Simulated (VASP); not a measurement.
Ba, 2 atoms in the cell. Symmetry: I4_1/amd, No. 141, tetragonal system. Conventional cell: a = 6.705 Å, b = 6.705 Å, c = 3.657 Å, α = 90.00°, β = 90.00°, γ = 90.00°. Ba (site symmetry -4m2) has 10 Ba at 3.47 to 4.33 Å within 4.6 Å.  This cell differs from its parent crystal: volume scaled by 0.68.

```yaml
Program: VASP 6.6.1
Task: single point
Functional: PBE
Potentials_or_basis: VASP PAW PBE potentials, release 64 (Ba_sv)
Cutoff: 520 eV
k_mesh: 10 × 10 × 10
Occupations: fermi-dirac, width 0.08 eV
Spin: no spin polarisation
Dipole_correction: no
Further_INCAR_settings: ALGO = Normal; EDIFF = 1e-06; NBANDS = 17
```

Potentials or basis: VASP PAW PBE potentials, release 64 (Ba_sv).

Run with:

```console
$ cat potpaw_PBE.64/Ba_sv/POTCAR > POTCAR
$ mpirun -np 1 vasp_std > vasp.out
```

Hardware: 1 thread of Intel(R) Xeon(R) Platinum 8488C (Sapphire Rapids), with other jobs on the host.

Q: Estimate the wall time of this run.

A: It took 75 s on 1 thread of Intel(R) Xeon(R) Platinum 8488C (Sapphire Rapids) (shared host), peak memory 0.3 GiB. Counts: scf iterations 10, k points 102.
